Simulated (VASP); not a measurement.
# Y (P6_3/mmc) in VASP: a series of runs

The runs below take Y through single point, relaxation of shape and atoms at fixed volume, with PBE.

Everything below comes from runs of VASP 6.6.1. Logs are shortened: lines on timing, memory, paths and dates and some standing lists are left out, and cuts for length are marked.

## 1. The cell of the first run

The structure is hexagonal, space group P6_3/mmc (No. 194). Conventional cell: a = 3.656 Å, b = 3.656 Å, c = 5.683 Å, α = 90.00°, β = 90.00°, γ = 120.00°. Y (site symmetry -6m2) has 12 Y at 3.54 to 3.66 Å within 4.7 Å.

## 2. Single point, PBE

INCAR reads:

```
PREC = Accurate
ENCUT = 520
EDIFF = 1E-7
ISMEAR = -1
SIGMA = 0.05
LREAL = False
LASPH = True
NELM = 60
ALGO = Normal
ISIF = 2
LWAVE = False
LCHARG = False
GGA = PE
NBANDS = 18
```

KPOINTS reads:

```
regular mesh
0
Gamma
  14 14 7
```

POSCAR reads:

```
Y
1.0
    3.6560119995      0.0000000000      0.0000000000
   -1.8280059997      3.1661992681      0.0000000000
    0.0000000000      0.0000000000      5.6834667269
Y
2
Direct
    0.3333333333      0.6666666667      0.2500000000
    0.6666666667      0.3333333333      0.7500000000
```

Potentials or basis: VASP PAW PBE potentials, release 64 (Y_sv).

Started as:

```sh
cat potpaw_PBE.64/Y_sv/POTCAR > POTCAR
mpirun -np 1 vasp_std > vasp.out
```

OUTCAR:

```text
PREC = Accurate
   ENCUT = 520
   EDIFF = 1E-7
   ISMEAR = -1
   LREAL = False
   LASPH = True
   NELM = 60
   ISIF = 2
   GGA = PE

 ion  position               nearest neighbor table
   1  0.333  0.667  0.250-   2 3.54   2 3.54   2 3.54   2 3.54   2 3.54   2 3.54
   2  0.667  0.333  0.750-   1 3.54   1 3.54   1 3.54   1 3.54   1 3.54   1 3.54

  LATTYP: Found a hexagonal cell.
 ALAT       =     3.6560119995
 C/A-ratio  =     1.5545536305

  Lattice vectors:

 A1 = (   3.6560119995,   0.0000000000,   0.0000000000)
 A2 = (  -1.8280059997,   3.1661992681,   0.0000000000)
 A3 = (   0.0000000000,   0.0000000000,   5.6834667269)

Analysis of symmetry for initial positions (statically):
=====================================================================
 Subroutine PRICEL returns:
 Original cell was already a primitive cell.

 Routine SETGRP: Setting up the symmetry group for a
 hexagonal supercell.

 Subroutine GETGRP returns: Found 24 space group operations
 (whereof 12 operations were pure point group operations)
 out of a pool of 24 trial point group operations.

The static configuration has the point symmetry D_3d.
 The point group associated with its full space group is D_6h.

Analysis of symmetry for dynamics (positions and initial velocities):
=====================================================================
 Subroutine PRICEL returns:
 Original cell was already a primitive cell.

 Routine SETGRP: Setting up the symmetry group for a
 hexagonal supercell.

 Subroutine GETGRP returns: Found 24 space group operations
 (whereof 12 operations were pure point group operations)
 out of a pool of 24 trial point group operations.

The dynamic configuration has the point symmetry D_3d.
 The point group associated with its full space group is D_6h.

 Subroutine INISYM returns: Found 24 space group operations
 (whereof 12 operations are pure point group operations),
 and found     1 'primitive' translations

----------------------------------------------------------------------------------------

                                     Primitive cell

  volume of cell :      65.7899

  direct lattice vectors                    reciprocal lattice vectors
     3.656011999  0.000000000  0.000000000     0.273522078  0.157918045  0.000000000
    -1.828006000  3.166199268  0.000000000     0.000000000  0.315836091  0.000000000
     0.000000000  0.000000000  5.683466727     0.000000000  0.000000000  0.175948949

  length of vectors
     3.656011999  3.656011999  5.683466727     0.315836091  0.315836091  0.175948949

  position of ions in fractional coordinates (direct lattice)
     0.333333333  0.666666667  0.250000000
     0.666666667  0.333333333  0.750000000

  ion indices of the primitive-cell ions
   primitive index   ion index
                 1           1
                 2           2

----------------------------------------------------------------------------------------

 KPOINTS: regular mesh

Automatic generation of k-mesh.
 Grid dimensions read from file:
 generate k-points for:   14   14    7

 Generating k-lattice:

  Cartesian coordinates                     Fractional coordinates (reciprocal lattice)
     0.019537291  0.011279860  0.000000000     0.071428571  0.000000000  0.000000000
     0.000000000  0.022559721  0.000000000     0.000000000  0.071428571  0.000000000
     0.000000000  0.000000000  0.025135564     0.000000000  0.000000000  0.142857143

  Length of vectors
     0.022559721  0.022559721  0.025135564

  Shift w.r.t. Gamma in fractional coordinates (k-lattice)
     0.000000000  0.000000000  0.000000000

 Subroutine IBZKPT returns following result:
 ===========================================

 Found     96 irreducible k-points:

 Following reciprocal coordinates:
            Coordinates               Weight
  0.000000  0.000000  0.000000      1.000000
  0.071429  0.000000  0.000000      6.000000
  0.142857 -0.000000  0.000000      6.000000
  0.214286  0.000000  0.000000      6.000000
  0.285714  0.000000  0.000000      6.000000
  0.357143  0.000000  0.000000      6.000000
[... 16 lines left out ...]
  0.285714  0.285714  0.000000      6.000000
  0.357143  0.285714  0.000000      6.000000
 [... further k-points ...]
   k-points           NKPTS =     96   k-points in BZ     NKDIM =     96   number of bands    NBANDS=     18
   number of dos      NEDOS =    301   number of ions     NIONS =      2
   total plane-waves  NPLWV =  32928
   dimension x,y,z NGX =    28 NGY =   28 NGZ =   42
   dimension x,y,z NGXF=    56 NGYF=   56 NGZF=   84
   ions per type =               2
   NGX,Y,Z   is equivalent  to a cutoff of  12.73, 12.73, 12.29 a.u.
   NGXF,Y,Z  is equivalent  to a cutoff of  25.46, 25.46, 24.57 a.u.
 SYSTEM =  unknown system
   PREC   = accura    normal or accurate (medium, high low for compatibility)
   ISTART =      0    job   : 0-new  1-cont  2-samecut
   ICHARG =      2    charge: 1-file 2-atom 10-const
   ISPIN  =      1    spin polarized calculation?
   LNONCOLLINEAR =      F non collinear calculations
   LSORBIT =      F    spin-orbit coupling
   LASPH  =      T    aspherical Exc in radial PAW
   ENCUT  =  520.0 eV  38.22 Ry    6.18 a.u.   6.80  6.80 10.57*2*pi/ulx,y,z
   NELM   =     60;   NELMIN=  2; NELMDL= -5     # of ELM steps
   EDIFF  = 0.1E-06   stopping-criterion for ELM
   LREAL  =      F    real-space projection
   EDIFFG = 0.1E-05   stopping-criterion for IOM
   NSW    =      0    number of steps for IOM
   IBRION =     -1    ionic relax: 0-MD 1-quasi-New 2-CG
   NFREE  =      0    steps in history (QN), initial steepest desc. (CG)
   ISIF   =      2    stress and relaxation
   ISYM   =      2    0-nonsym 1-usesym 2-fastsym
   POTIM  = 0.5000    time-step for ionic-motion
   TEBEG  =    0.0;   TEEND  =   0.0 temperature during run
   PSTRESS=    0.0 pullay stress
   NELECT =      22.0000    total number of electrons
   NUPDOWN=      -1.0000    fix difference up-down
   EMIN   =  10.00;   EMAX   =-10.00  energy-range for DOS
   EFERMI =   0.00;   METHOD = LEGACY
   ISMEAR =    -1;   SIGMA  =   0.05  broadening in eV -4-tet -1-fermi 0-gaus
   EFERMI_NEDOS =   21; number of points for ismear=-14 and -15
   IALGO  =     38    algorithm
   IMIX   =      4    mixing-type and parameters
     AMIX     =   0.40;   BMIX     =  1.00
     AMIX_MAG =   1.60;   BMIX_MAG =  1.00
  volume/ion in A,a.u.               =      32.89       221.99
  Fermi-wavevector in a.u.,A,eV,Ry     =   1.136308  2.147310 17.567781  1.291195
  Thomas-Fermi vector in A             =   2.273013
   LORBIT       =      0    0 simple, 1 ext, 2 COOP (PROOUT), +10 PAW based schemes
   GGA     = PE    functional components
   LHFCALC =     F    Hartree Fock is set to
   AEXX    =    0.0000 exact exchange contribution
   IVDW    =     0    specifies the selected vdW correction
   LEPSILON=     F    determine dielectric tensor
   LRPA    =     F    only Hartree local field effects (RPA)
 non-spin polarized calculation
  energy-cutoff  :      520.00
  volume of cell :       65.79
 maximum number of plane-waves:      1786
 NGX is ok and might be reduce to    28
   NGX = 13   NGY = 13   NGZ = 21

 number of electron      22.0000000 magnetization

 Free energy of the ion-electron system (eV)
  ---------------------------------------------------
  ext. energy  EPLUGINS =         0.00000000
  ---------------------------------------------------
  free energy    TOTEN  =       -12.88104453 eV

  energy without entropy =      -12.84682436  energy(sigma->0) =      -12.86393444

 E-fermi :   2.9900     XC(G=0):  -9.4212

 val. band max:        2.9876531829   @ k =   0.4286   0.0714   0.4286
 cond. band min:       2.9925955662   @ k =   0.2857   0.2143   0.4286
 fundamental gap:      0.0049423833
 Fermi energy:         2.9899811465

 k-point     1 :       0.0000    0.0000    0.0000
  band No.  band energies     occupation
      1     -39.7037      2.00000
      2     -39.6284      2.00000
      3     -19.9815      2.00000
      4     -19.5100      2.00000
      5     -19.5100      2.00000
      6     -19.4170      2.00000
[... 10 lines left out ...]
     17       5.7251      0.00000
     18       5.7251      0.00000

 k-point     2 :       0.0714    0.0000    0.0000
  band No.  band energies     occupation
      1     -39.7013      2.00000
      2     -39.6276      2.00000
      3     -19.9725      2.00000
      4     -19.5277      2.00000
      5     -19.5162      2.00000
      6     -19.4358      2.00000
[... 10 lines left out ...]
     17       5.5814      0.00000
     18       5.6211      0.00000

 k-point     3 :       0.1429   -0.0000    0.0000
  band No.  band energies     occupation
      1     -39.6942      2.00000
      2     -39.6255      2.00000
      3     -19.9462      2.00000
      4     -19.5775      2.00000
      5     -19.5331      2.00000
      6     -19.4875      2.00000
[... 10 lines left out ...]
     17       5.6284      0.00000
     18       5.7147      0.00000

 k-point     4 :       0.2143    0.0000    0.0000
  band No.  band energies     occupation
      1     -39.6836      2.00000
      2     -39.6227      2.00000
      3     -19.9055      2.00000
      4     -19.6498      2.00000
      5     -19.5600      2.00000
      6     -19.5567      2.00000
[... 375 lines left out ...]
      4     -19.7337      2.00000
      5     -19.6914      2.00000
      6     -19.6834      2.00000
[... 10 lines left out ...]
     17       7.8443      0.00000
     18       8.1759      0.00000

 k-point    23 :       0.2857    0.2857    0.0000
  band No.  band energies     occupation
      1     -39.6368      2.00000
      2     -39.6230      2.00000
      3     -19.8106      2.00000
      4     -19.7404      2.00000
      5     -19.6840      2.00000
      6     -19.6799      2.00000
[... 10 lines left out ...]
     17       7.7374      0.00000
     18       8.1275      0.00000

 k-point    24 :       0.3571    0.2857    0.0000
  band No.  band energies     occupation
      1     -39.6319      2.00000
      2     -39.6258      2.00000
      3     -19.8131      2.00000
      4     -19.7150      2.00000
      5     -19.7136      2.00000
      6     -19.6517      2.00000
[... 10 lines left out ...]
     17       7.7836      0.00000
     18       8.1074      0.00000

 [... further k-points ...]

------------------------ aborting loop because EDIFF is reached ----------------------------------------

  FORCE on cell =-STRESS in cart. coord.  units (eV):
  Direction    XX          YY          ZZ          XY          YZ          ZX
  --------------------------------------------------------------------------------------
  -------------------------------------------------------------------------------------
  Total       -0.0387332     -0.0387332     -0.0357118     -0.0000000      0.0000000     -0.0000000
  in kB       -0.9432684     -0.9432684     -0.8696879     -0.0000000      0.0000000     -0.0000000
  external PRESSURE =      -0.9187416 kB  Pullay stress =       0.0000000 kB

 VOLUME and BASIS-vectors are now :
 -----------------------------------------------------------------------------
  energy-cutoff  :      520.00
  volume of cell :       65.79
      direct lattice vectors                 reciprocal lattice vectors
     3.656011999  0.000000000  0.000000000     0.273522078  0.157918045  0.000000000
    -1.828006000  3.166199268  0.000000000     0.000000000  0.315836091  0.000000000
     0.000000000  0.000000000  5.683466727     0.000000000  0.000000000  0.175948949

 POSITION                                       TOTAL-FORCE (eV/Angst)
 -----------------------------------------------------------------------------------
     -0.00000      2.11080      1.42087         0.000000      0.000000      0.000000
      1.82801      1.05540      4.26260        -0.000000     -0.000000      0.000000
 -----------------------------------------------------------------------------------
    total drift:                               -0.000000      0.000000     -0.000000

  FREE ENERGIE OF THE ION-ELECTRON SYSTEM (eV)
  ---------------------------------------------------
  free  energy   TOTEN  =       -12.8810445308 eV

  energy  without entropy=      -12.8468243572  energy(sigma->0) =      -12.86393444
```

It took 47 s on 1 thread of Intel Xeon 6975P-C (Granite Rapids), shared host; peak memory 0.25 GiB.

What came out:

* Free energy: -12.8810 eV
* Pressure: -0.1 GPa
* Band gap on the k mesh: zero (bands 11 and 12 overlap by 1.43 eV)

## 3. Single point, PBE (32.89 Å³/atom)

INCAR reads:

```
SYSTEM = Y
PREC = Accurate
ENCUT = 520
EDIFF = 1E-7
ISMEAR = -1
SIGMA = 0.05
LREAL = .False.
LASPH = .True.
NELM = 60
ALGO = Normal
ISIF = 2
LWAVE = .False.
LCHARG = .True.
GGA = PE
LELF = .True.
LVHAR = .True.
NBANDS = 18
```

KPOINTS reads:

```
Automatic mesh
0
Gamma
  14 14 7
  0 0 0
```

POSCAR reads:

```
Y
1.0
    3.6560119995      0.0000000000      0.0000000000
   -1.8280059998      3.1661992681      0.0000000000
    0.0000000000      0.0000000000      5.6834667269
Y
2
Direct
    0.3333333333      0.6666666667      0.2500000000
    0.6666666667      0.3333333333      0.7500000000
```

Potentials or basis: VASP PAW PBE potentials, release 64 (Y_sv).

Started as:

```sh
cat potpaw_PBE.64/Y_sv/POTCAR > POTCAR
mpirun -np 1 vasp_std > vasp.out
```

OUTCAR:

```text
SYSTEM = Y
   PREC = Accurate
   ENCUT = 520
   EDIFF = 1E-7
   ISMEAR = -1
   LREAL = .False.
   LASPH = .True.
   NELM = 60
   ISIF = 2
   GGA = PE

 ion  position               nearest neighbor table
   1  0.333  0.667  0.250-   2 3.54   2 3.54   2 3.54   2 3.54   2 3.54   2 3.54
   2  0.667  0.333  0.750-   1 3.54   1 3.54   1 3.54   1 3.54   1 3.54   1 3.54

  LATTYP: Found a hexagonal cell.
 ALAT       =     3.6560119995
 C/A-ratio  =     1.5545536305

  Lattice vectors:
[... 693 lines left out ...]

------------------------ aborting loop because EDIFF is reached ----------------------------------------

  FORCE on cell =-STRESS in cart. coord.  units (eV):
  Direction    XX          YY          ZZ          XY          YZ          ZX
  --------------------------------------------------------------------------------------
  -------------------------------------------------------------------------------------
  Total       -0.0387332     -0.0387332     -0.0357118      0.0000000      0.0000000      0.0000000
  in kB       -0.9432685     -0.9432685     -0.8696871      0.0000000      0.0000000      0.0000000
  external PRESSURE =      -0.9187414 kB  Pullay stress =       0.0000000 kB

 VOLUME and BASIS-vectors are now :
 -----------------------------------------------------------------------------
  energy-cutoff  :      520.00
  volume of cell :       65.79
      direct lattice vectors                 reciprocal lattice vectors
     3.656011999  0.000000000  0.000000000     0.273522078  0.157918045  0.000000000
    -1.828006000  3.166199268  0.000000000     0.000000000  0.315836091  0.000000000
     0.000000000  0.000000000  5.683466727     0.000000000  0.000000000  0.175948949

 POSITION                                       TOTAL-FORCE (eV/Angst)
 -----------------------------------------------------------------------------------
     -0.00000      2.11080      1.42087        -0.000000      0.000000      0.000000
      1.82801      1.05540      4.26260         0.000000     -0.000000      0.000000
 -----------------------------------------------------------------------------------
    total drift:                               -0.000000      0.000000     -0.000000

  FREE ENERGIE OF THE ION-ELECTRON SYSTEM (eV)
  ---------------------------------------------------
  free  energy   TOTEN  =       -12.8810445312 eV

  energy  without entropy=      -12.8468243576  energy(sigma->0) =      -12.86393444
```

OSZICAR:

```text
N       E                     dE             d eps       ncg     rms          rms(c)
DAV:   1     0.858538185490E+02    0.85854E+02   -0.11209E+04  3456   0.116E+03
DAV:   2    -0.574047297878E+01   -0.91594E+02   -0.90118E+02  4302   0.257E+02
DAV:   3    -0.130521980101E+02   -0.73117E+01   -0.72514E+01  6038   0.429E+01
DAV:   4    -0.132744652257E+02   -0.22227E+00   -0.22192E+00  4304   0.728E+00
DAV:   5    -0.132794180916E+02   -0.49529E-02   -0.49516E-02  5020   0.900E-01    0.330E+01
DAV:   6    -0.129478216891E+02    0.33160E+00   -0.42828E-01  3860   0.398E+00    0.204E+01
DAV:   7    -0.128926704201E+02    0.55151E-01   -0.84607E-01  4512   0.516E+00    0.183E+00
DAV:   8    -0.128820063585E+02    0.10664E-01   -0.16633E-01  4258   0.229E+00    0.132E+00
DAV:   9    -0.128809470357E+02    0.10593E-02   -0.40490E-03  4798   0.390E-01    0.426E-01
DAV:  10    -0.128811293166E+02   -0.18228E-03   -0.20069E-03  3734   0.393E-01    0.378E-01
DAV:  11    -0.128810498533E+02    0.79463E-04   -0.15067E-04  4384   0.105E-01    0.672E-02
DAV:  12    -0.128810426982E+02    0.71550E-05   -0.30811E-05  3856   0.466E-02    0.133E-02
DAV:  13    -0.128810443907E+02   -0.16925E-05   -0.38250E-06  4204   0.154E-02    0.301E-03
DAV:  14    -0.128810445190E+02   -0.12830E-06   -0.10881E-07  3496   0.245E-03    0.245E-04
DAV:  15    -0.128810445312E+02   -0.12181E-07   -0.15254E-08  2104   0.896E-04
   1 F= -.12881045E+02 E0= -.12863934E+02  d E =-.342202E-01
```

It took 48 s on 1 thread of Intel Xeon 6975P-C (Granite Rapids), shared host; peak memory 0.25 GiB.

What came out:

```yaml
Free_energy: -12.8810 eV
Pressure: -0.1 GPa
Band_gap_on_the_k_mesh: zero (bands 11 and 12 overlap by 1.43 eV)
```

(Continued in part 2 of 2.)
